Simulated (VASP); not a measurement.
## BaY: single point with PBE

BaY:

```
Ba Y
1.0
     4.25569    0.00000    0.00000
     0.00000    4.25569    0.00000
     0.00000    0.00000    4.47542
Ba Y
1 1
Cartesian
  0.0000 0.0000 0.0000
  2.1278 2.1278 2.2377
```

```
Program             : VASP 6.6.1
Task                : single point
Functional          : PBE
Potentials or basis : VASP PAW PBE potentials, release 64 (Ba_sv, Y_sv)
Cutoff              : 520 eV
k mesh              : 6 × 6 × 6
Occupations         : fermi-dirac, width 0.05 eV
Spin                : no spin polarisation
```

| Quantity | Value |
| --- | --- |
| Pressure | 1.4 GPa |

Stress tensor (GPa, compression positive):
```
1.56 0.00 0.00
0.00 1.56 0.00
0.00 0.00 1.18
```

Levels at points of the mesh, in eV from the Fermi level:
| k point | band 8 | band 9 | band 10 | band 11 | band 12 | band 13 |
| --- | --- | --- | --- | --- | --- | --- |
| (0.00, 0.00, 0.00) | -12.94 | -3.67 | -1.22 | -1.11 | 1.54 | 1.54 |
| (0.50, 0.00, 0.00) | -12.92 | -1.16 | -1.13 | 0.16 | 1.04 | 1.46 |
| (0.50, 0.50, 0.00) | -12.94 | -1.90 | -1.07 | 0.11 | 0.11 | 1.75 |
| (0.00, 0.00, 0.50) | -12.94 | -1.36 | -1.28 | 0.08 | 0.94 | 1.73 |
| (0.50, 0.00, 0.50) | -12.89 | -1.96 | -1.02 | 0.48 | 0.48 | 1.52 |
| (0.50, 0.50, 0.50) | -13.23 | -0.23 | -0.09 | -0.09 | 0.65 | 0.84 |

It took 41 s on 1 thread of Intel Xeon 6975P-C, on a shared host, peak memory 0.24 GiB.

Caveat: spin-orbit coupling is left out, which moves the levels of the heavy elements.
